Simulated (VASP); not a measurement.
# Pd (Im-3m) in VASP: a series of runs, part 3 of 3

VASP 6.6.1. The steps go on from the part before.

### Step 4. Single point, BLYP (volume scaled by 1.08)

INCAR reads:

```
PREC = Accurate ; ENCUT = 520
EDIFF = 1E-7 ; ISMEAR = -1
SIGMA = 0.1 ; LREAL = F
LASPH = T ; NELM = 100
ALGO = Normal ; ISIF = 2
LWAVE = F ; LCHARG = F
GGA = B5 ; ALDAX = 1.0
AGGAX = 1.0 ; AGGAC = 1.0
ALDAC = 0.0 ; NBANDS = 11
```

KPOINTS reads:

```
Automatic mesh
0
Gamma
  15 15 15
```

POSCAR reads:

```
Pd
1.0
   -1.6454873137      1.6454873137      1.6454873137
    1.6454873137     -1.6454873137      1.6454873137
    1.6454873137      1.6454873137     -1.6454873137
Pd
1
Direct
    0.0000000000      0.0000000000      0.0000000000
```

Potentials or basis: VASP PAW PBE potentials, release 64 (Pd).

Launch:

```
> cat potpaw_PBE.64/Pd/POTCAR > POTCAR
> mpirun -np 1 vasp_std > vasp.out
```

OUTCAR:

```text
PREC = Accurate
   ENCUT = 520
   EDIFF = 1E-7
   ISMEAR = -1
   LREAL = F
   LASPH = T
   NELM = 100
   ISIF = 2
   GGA = B5

 ion  position               nearest neighbor table
   1  0.000  0.000  0.000-

  LATTYP: Found a body centered cubic cell.
 ALAT       =     3.2909746274

  Lattice vectors:

 A1 = (  -1.6454873137,   1.6454873137,   1.6454873137)
 A2 = (   1.6454873137,  -1.6454873137,   1.6454873137)
 A3 = (   1.6454873137,   1.6454873137,  -1.6454873137)

Analysis of symmetry for initial positions (statically):
=====================================================================
 Subroutine PRICEL returns:
 Original cell was already a primitive cell.

 Routine SETGRP: Setting up the symmetry group for a
 body centered cubic supercell.

 Subroutine GETGRP returns: Found 48 space group operations
 (whereof 48 operations were pure point group operations)
 out of a pool of 48 trial point group operations.

The static configuration has the point symmetry O_h .

Analysis of symmetry for dynamics (positions and initial velocities):
=====================================================================
 Subroutine PRICEL returns:
 Original cell was already a primitive cell.

 Routine SETGRP: Setting up the symmetry group for a
 body centered cubic supercell.

 Subroutine GETGRP returns: Found 48 space group operations
 (whereof 48 operations were pure point group operations)
 out of a pool of 48 trial point group operations.

The dynamic configuration has the point symmetry O_h .

 Subroutine INISYM returns: Found 48 space group operations
 (whereof 48 operations are pure point group operations),
 and found     1 'primitive' translations

----------------------------------------------------------------------------------------

                                     Primitive cell

  volume of cell :      17.8215

  direct lattice vectors                    reciprocal lattice vectors
    -1.645487314  1.645487314  1.645487314     0.000000000  0.303861352  0.303861352
     1.645487314 -1.645487314  1.645487314     0.303861352  0.000000000  0.303861352
     1.645487314  1.645487314 -1.645487314     0.303861352  0.303861352  0.000000000

  length of vectors
     2.850067631  2.850067631  2.850067631     0.429724845  0.429724845  0.429724845

  position of ions in fractional coordinates (direct lattice)
     0.000000000  0.000000000  0.000000000

  ion indices of the primitive-cell ions
   primitive index   ion index
                 1           1

----------------------------------------------------------------------------------------

 KPOINTS: Automatic mesh

Automatic generation of k-mesh.
 Grid dimensions read from file:
 generate k-points for:   15   15   15

 Generating k-lattice:

  Cartesian coordinates                     Fractional coordinates (reciprocal lattice)
     0.000000000  0.020257423  0.020257423     0.066666667  0.000000000  0.000000000
     0.020257423  0.000000000  0.020257423     0.000000000  0.066666667  0.000000000
     0.020257423  0.020257423  0.000000000     0.000000000  0.000000000  0.066666667

  Length of vectors
     0.028648323  0.028648323  0.028648323

  Shift w.r.t. Gamma in fractional coordinates (k-lattice)
     0.000000000  0.000000000  0.000000000

 Subroutine IBZKPT returns following result:
 ===========================================

 Found    120 irreducible k-points:

 Following reciprocal coordinates:
            Coordinates               Weight
  0.000000  0.000000  0.000000      1.000000
  0.066667  0.000000  0.000000     12.000000
  0.133333  0.000000  0.000000     12.000000
  0.200000  0.000000  0.000000     12.000000
  0.266667  0.000000  0.000000     12.000000
  0.333333  0.000000  0.000000     12.000000
[... 16 lines left out ...]
  0.333333  0.200000  0.000000     48.000000
  0.400000  0.200000  0.000000     24.000000
 [... further k-points ...]
   k-points           NKPTS =    120   k-points in BZ     NKDIM =    120   number of bands    NBANDS=     11
   number of dos      NEDOS =    301   number of ions     NIONS =      1
   total plane-waves  NPLWV =  13824
   dimension x,y,z NGX =    24 NGY =   24 NGZ =   24
   dimension x,y,z NGXF=    48 NGYF=   48 NGZF=   48
   ions per type =               1
   NGX,Y,Z   is equivalent  to a cutoff of  14.00, 14.00, 14.00 a.u.
   NGXF,Y,Z  is equivalent  to a cutoff of  28.00, 28.00, 28.00 a.u.
 SYSTEM =  unknown system
   PREC   = accura    normal or accurate (medium, high low for compatibility)
   ISTART =      0    job   : 0-new  1-cont  2-samecut
   ICHARG =      2    charge: 1-file 2-atom 10-const
   ISPIN  =      1    spin polarized calculation?
   LNONCOLLINEAR =      F non collinear calculations
   LSORBIT =      F    spin-orbit coupling
   LASPH  =      T    aspherical Exc in radial PAW
   ENCUT  =  520.0 eV  38.22 Ry    6.18 a.u.   5.30  5.30  5.30*2*pi/ulx,y,z
   NELM   =    100;   NELMIN=  2; NELMDL= -5     # of ELM steps
   EDIFF  = 0.1E-06   stopping-criterion for ELM
   LREAL  =      F    real-space projection
   EDIFFG = 0.1E-05   stopping-criterion for IOM
   NSW    =      0    number of steps for IOM
   IBRION =     -1    ionic relax: 0-MD 1-quasi-New 2-CG
   NFREE  =      0    steps in history (QN), initial steepest desc. (CG)
   ISIF   =      2    stress and relaxation
   ISYM   =      2    0-nonsym 1-usesym 2-fastsym
   POTIM  = 0.5000    time-step for ionic-motion
   TEBEG  =    0.0;   TEEND  =   0.0 temperature during run
   PSTRESS=    0.0 pullay stress
   NELECT =      10.0000    total number of electrons
   NUPDOWN=      -1.0000    fix difference up-down
   EMIN   =  10.00;   EMAX   =-10.00  energy-range for DOS
   EFERMI =   0.00;   METHOD = LEGACY
   ISMEAR =    -1;   SIGMA  =   0.10  broadening in eV -4-tet -1-fermi 0-gaus
   EFERMI_NEDOS =   21; number of points for ismear=-14 and -15
   IALGO  =     38    algorithm
   IMIX   =      4    mixing-type and parameters
     AMIX     =   0.40;   BMIX     =  1.00
     AMIX_MAG =   1.60;   BMIX_MAG =  1.00
  volume/ion in A,a.u.               =      17.82       120.27
  Fermi-wavevector in a.u.,A,eV,Ry     =   1.350290  2.551678 24.807262  1.823282
  Thomas-Fermi vector in A             =   2.477806
   LORBIT       =      0    0 simple, 1 ext, 2 COOP (PROOUT), +10 PAW based schemes
   GGA     = B5    functional components
   LHFCALC =     F    Hartree Fock is set to
   AEXX    =    0.0000 exact exchange contribution
   IVDW    =     0    specifies the selected vdW correction
   LEPSILON=     F    determine dielectric tensor
   LRPA    =     F    only Hartree local field effects (RPA)
 non-spin polarized calculation
  energy-cutoff  :      520.00
  volume of cell :       17.82
 maximum number of plane-waves:       489
 NGX is ok and might be reduce to    24
   NGX = 11   NGY = 11   NGZ = 11

 number of electron      10.0000002 magnetization

 Free energy of the ion-electron system (eV)
  ---------------------------------------------------
  ext. energy  EPLUGINS =         0.00000000
  ---------------------------------------------------
  free energy    TOTEN  =        -4.33895772 eV

  energy without entropy =       -4.28700585  energy(sigma->0) =       -4.31298178

 E-fermi :   7.4137     XC(G=0): -11.4351

 val. band max:        7.4065009672   @ k =  -0.4000  -0.4667   0.1333
 cond. band min:       7.4358476838   @ k =  -0.4000   0.4667   0.2667
 fundamental gap:      0.0293467166
 Fermi energy:         7.4137373527

 k-point     1 :       0.0000    0.0000    0.0000
  band No.  band energies     occupation
      1       1.7529      2.00000
      2       5.1842      2.00000
      3       5.1842      2.00000
      4       5.1842      2.00000
      5       6.6813      1.99868
      6       6.6813      1.99868
      7      26.5376      0.00000
      8      26.5376      0.00000
      9      26.5376      0.00000
     10      32.9483      0.00000
     11      32.9501      0.00000

 k-point     2 :       0.0667    0.0000    0.0000
  band No.  band energies     occupation
      1       1.8986      2.00000
      2       5.1429      2.00000
      3       5.1885      2.00000
      4       5.2765      2.00000
      5       6.6348      1.99917
      6       6.6843      1.99864
      7      26.3062      0.00000
      8      26.5242      0.00000
      9      26.6757      0.00000
     10      31.3319      0.00000
     11      31.4799      0.00000
[... 295 lines left out ...]
 k-point    24 :       0.4000    0.2000    0.0000
  band No.  band energies     occupation
      1       3.9694      2.00000
      2       4.5428      2.00000
      3       5.8627      2.00000
      4       6.6030      1.99940
      5       7.1008      1.91621
      6      11.8950      0.00000
      7      14.0424      0.00000
      8      18.5243      0.00000
      9      23.2067      0.00000
     10      29.5283      0.00000
     11      31.5001      0.00000

 [... further k-points ...]
[... 5 lines left out ...]
  --------------------------------------------------------------------------------------
  -------------------------------------------------------------------------------------
  Total       -0.8784105     -0.8784105     -0.8784105     -0.0000000      0.0000000     -0.0000000
  in kB      -78.9704242    -78.9704242    -78.9704242     -0.0000000      0.0000000     -0.0000000
  external PRESSURE =     -78.9704242 kB  Pullay stress =       0.0000000 kB

 VOLUME and BASIS-vectors are now :
 -----------------------------------------------------------------------------
  energy-cutoff  :      520.00
  volume of cell :       17.82
      direct lattice vectors                 reciprocal lattice vectors
    -1.645487314  1.645487314  1.645487314     0.000000000  0.303861352  0.303861352
     1.645487314 -1.645487314  1.645487314     0.303861352  0.000000000  0.303861352
     1.645487314  1.645487314 -1.645487314     0.303861352  0.303861352  0.000000000

 POSITION                                       TOTAL-FORCE (eV/Angst)
 -----------------------------------------------------------------------------------
      0.00000      0.00000      0.00000         0.000000      0.000000      0.000000
 -----------------------------------------------------------------------------------
    total drift:                               -0.000000      0.000000     -0.000000

  FREE ENERGIE OF THE ION-ELECTRON SYSTEM (eV)
  ---------------------------------------------------
  free  energy   TOTEN  =        -4.3389577182 eV

  energy  without entropy=       -4.2870058487  energy(sigma->0) =       -4.31298178
```

stdout:

```text
POSCAR found type information on POSCAR Pd
 POSCAR found :  1 types and       1 ions
 scaLAPACK will be used
 -----------------------------------------------------------------------------
|                                                                             |
|                                                                             |
|     You enforced a specific xc type in the INCAR file but a different       |
|     I HOPE YOU KNOW WHAT YOU ARE DOING!                                     |
|                                                                             |
 -----------------------------------------------------------------------------

 LDA part: xc-table for (Slater(with rela. corr.)+VWN5), standard interpolation
 POSCAR, INCAR and KPOINTS ok, starting setup
 FFT: planning ... GRIDC
 FFT: planning ... GRID_SOFT
 FFT: planning ... GRID
 WAVECAR not read
 entering main loop
```

It took 12 s on 1 thread of Intel Xeon Platinum 8488C (Sapphire Rapids), shared host; peak memory 0.15 GiB.

Results:

```yaml
Free_energy: -4.3390 eV
Pressure: -7.9 GPa
Band_gap_on_the_k_mesh: zero (band 5 reaches 7.79 eV, above the bottom of band 6 at 6.60 eV)
```

Levels at points of the mesh, in eV from the Fermi level:
```csv
k point,band 2,band 3,band 4,band 5,band 6,band 7,band 8,band 9
"(0.00, 0.00, 0.00)",-2.23,-2.23,-2.23,-0.73,-0.73,19.12,19.12,19.12
```

Caveat: the PAW data sets were made with another functional, which shifts forces and pressure a little.

### Step 5. The runs side by side

```csv
cell,gap on the mesh (eV),pressure (GPa)
"a = 2.778 Å, angles 109.5°, 1 atom",none,0.2
"a = 2.814 Å, angles 109.5°, 1 atom",none,-4.4
"a = 2.850 Å, angles 109.5°, 1 atom",none,-7.9
```

Alike in all rows: task single point; level BLYP; potentials or basis VASP PAW PBE potentials, release 64 (Pd); no spin polarisation; k mesh 15 × 15 × 15; cutoff (eV) 520; smearing fermi-dirac 0.1 eV.

Caveats: the PAW data sets were made with another functional, which shifts forces and pressure a little.

Total energies depend on the potentials used, so only differences within one code and one set of settings carry meaning.
